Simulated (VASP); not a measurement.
Wanted: the native input for a VASP 6.6.1 run.

```yaml
Task: single point
Functional: PBE
Dispersion: D3(BJ)
Potentials_or_basis: VASP PAW PBE potentials, release 64 (O, H, N)
Cutoff: 520 eV
k_mesh: 1 × 1 × 1
Occupations: fermi-dirac, width 0.02 eV
Spin: no spin polarisation
Dipole_correction: no
Further_INCAR_settings: LREAL = Auto; ALGO = Normal; EDIFF = 1e-07; NBANDS = 56
```

The structure of H19NO8 lies in POSCAR:

```
H19NO8
1.0
    6.3088310000      0.0000000000      0.0000000000
    0.0000000000      6.3088310000      0.0000000000
    0.0000000000      0.0000000000      6.3088310000
O H N
8 19 1
Direct
    0.7095609313      0.6505484138      0.9808156218
    0.2725544558      0.1763876699      0.6522920015
    0.8084540543      0.0358862046      0.0942171379
    0.9882813472      0.8652950127      0.4923733097
    0.3292527570      0.5175760771      0.8835392801
    0.6211293344      0.2836817154      0.4468815221
    0.5045150203      0.6878136377      0.5271341077
    0.8792754157      0.2891502404      0.7610760218
    0.5551741678      0.5979396183      0.9643466436
    0.8107841215      0.5736561972      0.8856315853
    0.4127389052      0.1892268156      0.5775554932
    0.2493171873      0.0213668745      0.6673027063
    0.9002301694     -0.0316064894      0.2162365738
    0.7446387453     -0.1072306423      0.0464745370
    0.8494125140      0.8420418933      0.5524795323
    1.0167652296      0.7217660451      0.4180806238
    0.3182681546      0.6153279427      0.7673212359
    0.3383986669      0.3706867405      0.8261276931
    0.7482527270      0.2776108601      0.5621802201
    0.6960719030      0.2045386855      0.3294588173
    0.4286689563      0.6918080386      0.3992815785
    0.5634958362      0.5420497078      0.5064012651
    0.8353687078      0.1854543258      0.8733789192
    1.0337572840      0.2552929378      0.7226061373
    0.1768948954      0.5136292286      0.1424669642
    0.1223840043      0.3941776218      0.3829394067
   -0.0743402383      0.4715453624      0.2211186193
    0.0775420993      0.5067182811      0.2730775321
```

One way to write it, as run:

INCAR

```
  ALGO = Normal
  EDIFF = 1E-7
  ENCUT = 520
  GGA = PE
  ISIF = 2
  ISMEAR = -1
  IVDW = 12
  LASPH = T
  LCHARG = F
  LREAL = Auto
  LWAVE = F
  NBANDS = 56
  NELM = 100
  PREC = Accurate
  SIGMA = 0.02
```

KPOINTS

```
k-points
0
Gamma
  1 1 1
```

Potentials or basis: VASP PAW PBE potentials, release 64 (O, H, N).

Command:

```sh
$ cat potpaw_PBE.64/O/POTCAR potpaw_PBE.64/H/POTCAR potpaw_PBE.64/N/POTCAR > POTCAR
$ mpirun -np 1 vasp_gam > vasp.out
```

Results of the run:

| Quantity | Value |
| --- | --- |
| Pressure | -1.1 GPa |
| Largest force | 2.599 eV/Å |
| Dispersion energy per atom | -0.039 eV |

Caveat: the k points lie up to 1.00 Å⁻¹ apart, too coarse for converged energies, forces and pressures; the atoms stand as in a frame of molecular dynamics.

It took 66 s on 1 thread of Intel Xeon 8259CL (shared host), peak memory 0.31 GiB.
